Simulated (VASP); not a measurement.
Write the native input for VASP 6.6.1 that does the following.

```
Task                   : single point
Functional             : PBE
Potentials or basis    : VASP PAW PBE potentials, release 64 (Ag, Cl)
Cutoff                 : 520 eV
k mesh                 : 8 × 8 × 8
Occupations            : fermi-dirac, width 0.05 eV
Spin                   : no spin polarisation
Dipole correction      : no
Further INCAR settings : ALGO = Normal; EDIFF = 1e-07; NBANDS = 16
```

The structure of AgCl lies in POSCAR:

```
AgCl
1.0
    0.0000000000      2.7350000000      2.7350000000
    2.7350000000      0.0000000000      2.7350000000
    2.7350000000      2.7350000000      0.0000000000
Ag Cl
1 1
Direct
    0.0000000000      0.0000000000      0.0000000000
    0.5000000000      0.5000000000      0.5000000000
```

The input as run:

INCAR

```
SYSTEM = AgCl
PREC = Accurate ; ENCUT = 520
EDIFF = 1E-7 ; ISMEAR = -1
SIGMA = 0.05 ; LREAL = .FALSE.
LASPH = .TRUE. ; NELM = 80
ALGO = Normal ; ISIF = 2
LWAVE = .FALSE. ; LCHARG = .FALSE.
GGA = PE ; NBANDS = 16
```

KPOINTS

```
regular mesh
0
G
  8 8 8
  0 0 0
```

Potentials or basis: VASP PAW PBE potentials, release 64 (Ag, Cl).

Command:

```bash
$ cat potpaw_PBE.64/Ag/POTCAR potpaw_PBE.64/Cl/POTCAR > POTCAR
$ mpirun -np 1 vasp_std > vasp.out
```

Results of the run:

| Property | Result |
| --- | --- |
| Pressure | 3.8 GPa |
| Band gap on the k mesh | 0.90 eV (least direct gap 3.32 eV) |

Caveat: the cell stands under pressure.

It took 34 s on 1 thread of Intel Xeon 8259CL (shared host), peak memory 0.18 GiB.
